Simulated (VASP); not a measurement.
# Ni in VASP: single point with PBEsol

Aim: the single point of Ni with PBEsol.

Everything below comes from runs of VASP 6.6.1. Logs are shortened: lines on timing, memory, paths and dates and some standing lists are left out, and cuts for length are marked.

## (1) The cell of the first run

The typed cell holds 1 atom: a = 2.465 Å, b = 2.465 Å, c = 2.465 Å, α = 120.00°, β = 120.00°, γ = 90.01°.

## (2) Single point, PBEsol, collinear spin, ferromagnetic start

Input file INCAR:

```
ALGO = Normal
EDIFF = 1E-6
ENCUT = 520
GGA = PS
ISIF = 2
ISMEAR = 0
ISPIN = 2
LASPH = True
LCHARG = True
LELF = True
LMAXMIX = 4
LORBIT = 11
LREAL = False
LVHAR = True
LWAVE = False
MAGMOM = 0.5
NBANDS = 15
NELM = 150
PREC = Accurate
SIGMA = 0.15
```

Input file KPOINTS:

```
k-points
0
Gamma
  26 26 26
```

Input file POSCAR:

```
Ni
1.0
   -1.2328123979      1.2328123979      1.7431967306
    1.2328123979     -1.2328123979      1.7431967306
    1.2328123979      1.2328123979     -1.7431967306
Ni
1
Direct
    0.0000000000      0.0000000000      0.0000000000
```

Potentials or basis: VASP PAW PBE potentials, release 64 (Ni).

On the command line:

```sh
> cat potpaw_PBE.64/Ni/POTCAR > POTCAR
> mpirun -np 1 vasp_std > vasp.out
```

OUTCAR:

```text
EDIFF = 1E-6
   ENCUT = 520
   GGA = PS
   ISIF = 2
   ISMEAR = 0
   ISPIN = 2
   LASPH = True
   LORBIT = 11
   LREAL = False
   NELM = 150
   PREC = Accurate

 ion  position               nearest neighbor table
   1  0.000  0.000  0.000-

  LATTYP: Found a body centered tetragonal cell.
 ALAT       =     2.4656247958
 C/A-ratio  =     1.4140000000

  Lattice vectors:

 A1 = (  -1.2328123979,   1.2328123979,   1.7431967306)
 A2 = (   1.2328123979,  -1.2328123979,   1.7431967306)
 A3 = (   1.2328123979,   1.2328123979,  -1.7431967306)

Analysis of symmetry for initial positions (statically):
=====================================================================
 Subroutine PRICEL returns:
 Original cell was already a primitive cell.

 Routine SETGRP: Setting up the symmetry group for a
 body centered tetragonal supercell.

 Subroutine GETGRP returns: Found 16 space group operations
 (whereof 16 operations were pure point group operations)
 out of a pool of 16 trial point group operations.

The static configuration has the point symmetry D_4h.

Analysis of symmetry for dynamics (positions and initial velocities):
=====================================================================
 Subroutine PRICEL returns:
 Original cell was already a primitive cell.

 Routine SETGRP: Setting up the symmetry group for a
 body centered tetragonal supercell.

 Subroutine GETGRP returns: Found 16 space group operations
 (whereof 16 operations were pure point group operations)
 out of a pool of 16 trial point group operations.

The dynamic configuration has the point symmetry D_4h.

Analysis of structural, dynamic, and magnetic symmetry:
=====================================================================
 Subroutine PRICEL returns:
 Original cell was already a primitive cell.

 Routine SETGRP: Setting up the symmetry group for a
 body centered tetragonal supercell.

 Subroutine GETGRP returns: Found 16 space group operations
 (whereof 16 operations were pure point group operations)
 out of a pool of 16 trial point group operations.

The overall configuration has the point symmetry D_4h.

 Subroutine INISYM returns: Found 16 space group operations
 (whereof 16 operations are pure point group operations),
 and found     1 'primitive' translations

----------------------------------------------------------------------------------------

                                     Primitive cell

  volume of cell :      10.5974

  direct lattice vectors                    reciprocal lattice vectors
    -1.232812398  1.232812398  1.743196731     0.000000000  0.405576713  0.286829359
[... 126 lines left out ...]
  ext. energy  EPLUGINS =         0.00000000
  ---------------------------------------------------
  free energy    TOTEN  =        -6.14177922 eV

  energy without entropy =       -6.12189122  energy(sigma->0) =       -6.13183522

 E-fermi :   9.5589     XC(G=0): -13.5918

 val. band max:        9.5584014154   @ k =  -0.3462  -0.3846   0.0385
 cond. band min:       9.5593368651   @ k =  -0.3846  -0.3846   0.3846
 fundamental gap:      0.0009354496
 Fermi energy:         9.5589224801

 spin component 1

 k-point     1 :       0.0000    0.0000    0.0000
  band No.  band energies     occupation
      1       0.3202      1.00000
      2       7.0809      1.00000
      3       7.0809      1.00000
      4       7.0819      1.00000
      5       8.2924      1.00000
      6       8.2934      1.00000
      7      33.4846      0.00000
      8      37.5296      0.00000
      9      37.5296      0.00000
     10      37.5314      0.00000
     11      40.5367      0.00000
     12      40.5377      0.00000
     13      40.5377      0.00000
     14      43.5015      0.00000
[... 403 lines left out ...]
      4       7.7703      1.00000
      5       8.7800      1.00000
      6       9.0695      1.00000
      7      17.6662      0.00000
      8      31.8072      0.00000
      9      33.8684      0.00000
     10      35.4013      0.00000
     11      37.7050      0.00000
     12      39.1557      0.00000
     13      43.9412      0.00000
     14      52.4969      0.00000
     15      53.4219      0.00000

 [... further k-points ...]

 spin component 2

 k-point     1 :       0.0000    0.0000    0.0000
  band No.  band energies     occupation
      1       0.3092      1.00000
      2       7.7851      1.00000
      3       7.7851      1.00000
      4       7.7860      1.00000
      5       8.8906      1.00000
      6       8.8917      1.00000
      7      33.3753      0.00000
      8      37.5290      0.00000
      9      37.5290      0.00000
     10      37.5309      0.00000
     11      40.6543      0.00000
     12      40.6554      0.00000
     13      40.6554      0.00000
     14      43.4125      0.00000
[... 403 lines left out ...]
      4       8.0346      1.00000
      5       9.4938      0.73051
      6       9.7342      0.04924
      7      17.9532      0.00000
      8      31.7559      0.00000
      9      33.9272      0.00000
     10      35.5024      0.00000
     11      37.7688      0.00000
     12      39.2095      0.00000
     13      44.0525      0.00000
     14      52.5812      0.00000
     15      53.8050      0.00000

 [... further k-points ...]

------------------------ aborting loop because EDIFF is reached ----------------------------------------

  FORCE on cell =-STRESS in cart. coord.  units (eV):
  Direction    XX          YY          ZZ          XY          YZ          ZX
  --------------------------------------------------------------------------------------
  -------------------------------------------------------------------------------------
  Total       -0.2980142     -0.2980142     -0.2967709      0.0000000     -0.0000000      0.0000000
  in kB      -45.0554287    -45.0554287    -44.8674612      0.0000000     -0.0000000      0.0000000
  external PRESSURE =     -44.9927729 kB  Pullay stress =       0.0000000 kB

 VOLUME and BASIS-vectors are now :
 -----------------------------------------------------------------------------
  energy-cutoff  :      520.00
  volume of cell :       10.60
      direct lattice vectors                 reciprocal lattice vectors
    -1.232812398  1.232812398  1.743196731     0.000000000  0.405576713  0.286829359
     1.232812398 -1.232812398  1.743196731     0.405576713  0.000000000  0.286829359
     1.232812398  1.232812398 -1.743196731     0.405576713  0.405576713  0.000000000

 POSITION                                       TOTAL-FORCE (eV/Angst)
 -----------------------------------------------------------------------------------
      0.00000      0.00000      0.00000        -0.000000     -0.000000      0.000000
 -----------------------------------------------------------------------------------
    total drift:                                0.000000     -0.000000      0.000000

  FREE ENERGIE OF THE ION-ELECTRON SYSTEM (eV)
  ---------------------------------------------------
  free  energy   TOTEN  =        -6.1417792234 eV

  energy  without entropy=       -6.1218912165  energy(sigma->0) =       -6.13183522

 total charge

# of ion       s       p       d       tot
------------------------------------------
    1        0.511   0.526   8.324   9.361

 magnetization (x)

# of ion       s       p       d       tot
------------------------------------------
    1       -0.006  -0.024   0.648   0.618
```

OSZICAR:

```text
N       E                     dE             d eps       ncg     rms          rms(c)
DAV:   1     0.317819805651E+02    0.31782E+02   -0.42041E+03 85242   0.861E+02
DAV:   2    -0.595999120730E+01   -0.37742E+02   -0.35066E+02 90958   0.162E+02
DAV:   3    -0.734267051238E+01   -0.13827E+01   -0.13677E+01 97335   0.304E+01
DAV:   4    -0.735082506267E+01   -0.81546E-02   -0.81530E-02 98063   0.222E+00
DAV:   5    -0.735091989422E+01   -0.94832E-04   -0.94830E-04 99241   0.215E-01    0.108E+01
DAV:   6    -0.651556948094E+01    0.83535E+00   -0.15515E+01116165   0.432E+01    0.588E+00
DAV:   7    -0.616110806533E+01    0.35446E+00   -0.25717E+00105656   0.158E+01    0.194E+00
DAV:   8    -0.614499272501E+01    0.16115E-01   -0.31165E-02101062   0.116E+00    0.898E-01
DAV:   9    -0.614235010169E+01    0.26426E-02   -0.18736E-03133031   0.255E-01    0.295E-01
DAV:  10    -0.614185178493E+01    0.49832E-03   -0.35348E-04135139   0.984E-02    0.110E-01
DAV:  11    -0.614177752780E+01    0.74257E-04   -0.23395E-04126573   0.111E-01    0.281E-02
DAV:  12    -0.614177874418E+01   -0.12164E-05   -0.34373E-06 86901   0.160E-02    0.128E-02
DAV:  13    -0.614177922342E+01   -0.47923E-06   -0.64192E-07 76072   0.832E-03
   1 F= -.61417792E+01 E0= -.61318352E+01  d E =-.198880E-01  mag=     0.6108
```

stdout:

```text
POSCAR found type information on POSCAR Ni
 POSCAR found :  1 types and       1 ions
 scaLAPACK will be used
 -----------------------------------------------------------------------------
|                                                                             |
|                                                                             |
|     You enforced a specific xc type in the INCAR file but a different       |
|     I HOPE YOU KNOW WHAT YOU ARE DOING!                                     |
|                                                                             |
 -----------------------------------------------------------------------------

 LDA part: xc-table for (Slater+PW92), standard interpolation
 POSCAR, INCAR and KPOINTS ok, starting setup
 FFT: planning ... GRIDC
 FFT: planning ... GRID_SOFT
 FFT: planning ... GRID
 WAVECAR not read
 entering main loop
```

It took 7.8 min on 1 thread of Oxide Virtual Turin-like, shared host; peak memory 0.36 GiB.

What came out:

* Free energy: -6.1418 eV
* Pressure: -4.5 GPa
* Net moment: 0.61 μB per cell
* Site moments: Ni +0.62 μB
* Valence electrons inside the program's atomic spheres: Ni 9.36

Levels at points of the mesh, in eV from the Fermi level:
Spin up:
```tsv
k point	band 3	band 4	band 5	band 6	band 7	band 8
(0.00, 0.00, 0.00)	-2.48	-2.48	-1.27	-1.27	23.93	27.97
(0.50, 0.00, 0.00)	-2.47	-0.57	-0.57	-0.38	5.84	22.41
(0.50, 0.50, 0.00)	-0.52	-0.42	-0.42	2.41	9.44	15.02
(0.50, 0.50, 0.50)	-0.52	-0.42	-0.42	2.42	9.44	15.01
```
Spin down:
```csv
k point,band 1,band 2,band 3,band 4,band 5,band 6,band 7,band 8,band 9,band 10
"(0.00, 0.00, 0.00)",-9.25,-1.77,-1.77,-1.77,-0.67,-0.67,23.82,27.97,27.97,27.97
"(0.50, 0.00, 0.00)",-4.58,-1.87,-1.87,-0.42,0.16,0.16,6.25,22.30,25.17,25.17
"(0.50, 0.50, 0.00)",-4.46,-3.75,0.10,0.38,0.39,2.40,9.70,15.04,15.04,20.23
"(0.50, 0.50, 0.50)",-4.46,-3.75,0.10,0.39,0.39,2.41,9.70,15.04,15.04,20.22
```

Caveat: the cell stands under tension; the PAW data sets were made with another functional, which shifts forces and pressure a little.
